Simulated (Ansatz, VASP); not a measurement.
**BN in VASP and in Ansatz**

```
N B
1.0
     2.49121    0.00000    0.00000
    -1.23834    2.16163    0.00000
    -0.62643   -1.08081    3.00225
N B
1 1
Direct
  0.66851 0.33238 0.98500
  0.97964 0.98350 0.00181
```

Alike in both runs: task single point; functional PBEsol; k mesh 13 × 13 × 9; occupations fermi-dirac, width 0.05 eV; no spin polarisation.

```csv
,VASP,Ansatz
version,VASP 6.6.1,Ansatz 0.2.0
potentials or method,"VASP PAW PBE potentials, release 64 (N, B)",Ansatz PAW
plane-wave cutoff (eV),520,420
valence electrons in the cell,8,8
```

VASP gave:

| Item | Value |
| --- | --- |
| gap on the k mesh at the Fermi level (eV) | 2.69 |
| least direct gap on the mesh (eV) | 4.51 |
| pressure (GPa) | 7.6 |
| traceless stress, the component that is largest in VASP (GPa) | 8.16 |
| rms of the force components (eV/Å) | 1.654 |

Task: Estimate Ansatz's values.

Result: gap on the k mesh at the Fermi level (eV): 2.70; least direct gap on the mesh (eV): 4.52; pressure (GPa): 7.3; traceless stress, the component that is largest in VASP (GPa): 7.86; rms of the force components (eV/Å): 1.655.

VASP's potentials were made for PBE, not for PBEsol. Atom by atom the forces differ by 0.002 eV/Å (rms over components). The functional is the same, so the differences come from potentials, cutoffs and numerics.

Noted on Ansatz's run: odd divisions of the mesh miss points on the zone boundary, where band edges often lie, so the gap on the mesh can be too wide.
